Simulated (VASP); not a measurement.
Set up this calculation in VASP 6.6.1, as the native input.

* Task: single point
* Functional: r2SCAN
* Potentials or basis: VASP PAW PBE potentials, release 64 (Ti_sv)
* Cutoff: 520 eV
* k mesh: 18 × 18 × 12
* Occupations: gaussian, width 0.1 eV
* Spin: no spin polarisation
* Dipole correction: no
* Further INCAR settings: ALGO = Normal; EDIFF = 1e-06; NBANDS = 19

Ti:

```
Ti
1.0
     2.01405    2.01405    0.00000
    -2.01405    2.01405    0.00000
     0.00000    0.00000    4.15963
Ti
2
Direct
  0.00000 0.00000 0.00000
  0.50000 0.50000 0.50000
```

This cell differs from its parent crystal: biaxial strain in the a-b plane: -2.0 %.

The input as run:

POSCAR

```
Ti
1.0
    2.0140485831      2.0140485831      0.0000000000
   -2.0140485831      2.0140485831      0.0000000000
    0.0000000000      0.0000000000      4.1596268696
Ti
2
Direct
    0.0000000000      0.0000000000      0.0000000000
    0.5000000000      0.5000000000      0.5000000000
```

INCAR.step1

```
SYSTEM = Ti
PREC = Accurate
ENCUT = 520
ISMEAR = 0
SIGMA = 0.1
LREAL = .False.
LASPH = .True.
NELM = 100
NBANDS = 19
GGA = PE
ALGO = Normal
EDIFF = 1E-4
LWAVE = .True.
LCHARG = .False.
```

INCAR.step2

```
SYSTEM = Ti
PREC = Accurate
ENCUT = 520
EDIFF = 1E-6
ISMEAR = 0
SIGMA = 0.1
LREAL = .False.
LASPH = .True.
NELM = 100
ALGO = Normal
ISIF = 2
LWAVE = .False.
LCHARG = .False.
METAGGA = R2SCAN
LMIXTAU = .True.
NBANDS = 19
ISTART = 1
```

KPOINTS

```
Automatic mesh
0
Gamma
  18 18 12
  0 0 0
```

Potentials or basis: VASP PAW PBE potentials, release 64 (Ti_sv).

The run is started by

```sh
$ cat potpaw_PBE.64/Ti_sv/POTCAR > POTCAR
$ cp INCAR.step1 INCAR
$ mpirun -np 1 vasp_std > vasp.out
$ cp INCAR.step2 INCAR
$ mpirun -np 1 vasp_std > vasp.out
```

Results of the run:

```yaml
Pressure: 3.7 GPa
Band_gap_on_the_k_mesh: zero (bands 12 and 13 overlap by 1.46 eV)
```

Caveat: the cell differs from its parent crystal (biaxial strain in the a-b plane: -2.0 %); the cell stands under pressure; the PAW data sets were made with another functional, which shifts forces and pressure a little.

Run time: 16 min on 1 thread of Intel Xeon 8259CL, with other jobs on the host, peak memory 0.32 GiB.
